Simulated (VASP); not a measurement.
Runs of VASP 6.6.1 on Hf. The structure is that of space group P6/mmm (No. 191), or close to it. The cells are those of the table. This isn't the form of Hf at room conditions, which is hcp.

```tsv
task	level	cell	k mesh	cutoff (eV)	gap on the mesh (eV)	pressure (GPa)
single point	r2SCAN	a = 4.605, b = 4.605, c = 2.881 Å, angles 90.0, 90.0, 120.0°, 3 atoms	10 × 10 × 14	520	none	36.1
single point	PBE	a = 4.987, b = 4.987, c = 3.113 Å, angles 90.0, 90.0, 120.0°, 3 atoms	6 × 6 × 6	520	none	(a)
single point	r2SCAN	a = 4.448, b = 4.448, c = 2.779 Å, angles 90.0, 90.0, 120.0°, 3 atoms	10 × 10 × 14	520	none	64.3
single point	r2SCAN	a = 4.286, b = 4.286, c = 2.661 Å, angles 90.0, 90.0, 120.0°, 3 atoms	10 × 10 × 14	520	none	(b)
relaxation of shape and atoms at fixed volume	r2SCAN	relaxed from a = 5.038, b = 5.038, c = 3.129 Å, angles 90.0, 90.0, 120.0°, 3 atoms	10 × 10 × 12	600	none	-4.6
single point	r2SCAN	a = 4.527, b = 4.527, c = 2.832 Å, angles 90.0, 90.0, 120.0°, 3 atoms	10 × 10 × 14	520	none	48.8
single point	r2SCAN	a = 4.368, b = 4.368, c = 2.722 Å, angles 90.0, 90.0, 120.0°, 3 atoms	10 × 10 × 14	520	none	83.6
relaxation of cell and atoms	PBE	relaxed from a = 4.962, b = 4.962, c = 3.086 Å, angles 90.0, 90.0, 120.0°, 3 atoms	6 × 6 × 6	600	none	0.0
```

Alike in all rows: potentials or basis VASP PAW PBE potentials, release 64 (Hf_pv); no spin polarisation; smearing gaussian 0.05 eV.

Fill in the values left out.

(a) -0.5; (b) 107.5.

Caveats: spin-orbit coupling is left out, which moves the levels of the heavy elements; the PAW data sets were made with another functional, which shifts forces and pressure a little (at least some runs); the cell stands under pressure (at least some runs).

A k mesh can miss the band edges, and the runs leave out spin-orbit coupling on Hf.

A gap of «none» marks levels without a gap at the run's occupations.
